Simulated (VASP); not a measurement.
Crystal: Al.

```
Al
1.0
     0.00000    2.02481    2.02481
     2.02481    0.00000    2.02481
     2.02481    2.02481    0.00000
Al
1
Direct
  0.00000 0.00000 0.00000
```

```yaml
Program: VASP 6.6.1
Task: relaxation of cell and atoms
Functional: PBEsol
Potentials_or_basis: VASP PAW PBE potentials, release 64 (Al)
Cutoff: 600 eV
k_mesh: 18 × 18 × 18
Occupations: gaussian, width 0.1 eV
Spin: no spin polarisation
```

At the start: pressure -1.9 GPa; volume 16.60 Å³/atom.

Problem. How do energy, volume and symmetry change on relaxing?

Solution. Over 3 steps the energy falls by 2.5 meV/atom and the volume is 16.19 Å³/atom (-2.5 %); space group Fm-3m (No. 225, to 0.05 Å).

Step by step:
| step | energy change (eV) | largest force (eV/Å) | pressure (GPa) | volume (Å³) |
| --- | --- | --- | --- | --- |
| 1 | 0.0000 | 0.0000 | -1.90 | 16.60 |
| 2 | -0.0024 | 0.0000 | 0.31 | 16.13 |
| 3 | -0.0025 | 0.0000 | 0.00 | 16.19 |

Final structure:
```yaml
crystal:
  lattice:
    - [0.00000, 2.00803, 2.00803]
    - [2.00803, 0.00000, 2.00803]
    - [2.00803, 2.00803, 0.00000]
  atoms:
    - { symbol: Al, position: [0.00000, 0.00000, 0.00000] }
```

Caveat: the PAW data sets were made with another functional, which shifts forces and pressure a little.
